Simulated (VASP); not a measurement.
Write the native input for VASP 6.6.1 that does the following.

```
Task                   : single point
Functional             : PBEsol
Potentials or basis    : VASP PAW PBE potentials, release 64 (Ti_sv, Al)
Cutoff                 : 520 eV
k mesh                 : 18 × 18 × 10
Occupations            : gaussian, width 0.15 eV
Spin                   : no spin polarisation
Dipole correction      : no
Further INCAR settings : ALGO = Fast; EDIFF = 1e-07; NBANDS = 14
```

The structure of TiAl lies in POSCAR:

```
TiAl
1.0
    2.8672622327      0.0000000000      0.0000000000
   -1.4336311163      2.4831219328      0.0000000000
    0.0000000000      0.0000000000      4.6780830000
Ti Al
1 1
Direct
   -0.1166989603     -0.0854295681     -0.1282576645
    0.3333333333      0.6666666667      0.5000000000
```

This cell differs from its parent crystal: atom 1 (Ti) moved by (-0.300, -0.600) A along [1 1 0] and z.

These files were run (other wordings do the same):

INCAR

```
PREC = Accurate
ENCUT = 520
EDIFF = 1E-7
ISMEAR = 0
SIGMA = 0.15
LREAL = F
LASPH = T
NELM = 60
ALGO = Fast
ISIF = 2
LWAVE = F
LCHARG = F
GGA = PS
NBANDS = 14
```

KPOINTS

```
regular mesh
0
Gamma
  18 18 10
```

Potentials or basis: VASP PAW PBE potentials, release 64 (Ti_sv, Al).

Command:

```sh
$ cat potpaw_PBE.64/Ti_sv/POTCAR potpaw_PBE.64/Al/POTCAR > POTCAR
$ mpirun -np 1 vasp_std > vasp.out
```

Results of the run:

```
Pressure               : 15.9 GPa
Largest force          : 5.876 eV/Å
Band gap on the k mesh : zero (an odd number of electrons rules out a gap without spin polarisation)
```

Caveat: the cell differs from its parent crystal (atom 1 (Ti) moved by (-0.300, -0.600) A along [1 1 0] and z); the stress differs along the axes, from 2 to 30 GPa; the PAW data sets were made with another functional, which shifts forces and pressure a little.

Wall time 19 min on 1 thread of AMD EPYC 9R45 96-Core Processor (Zen 5), on a shared host, peak memory 0.79 GiB.
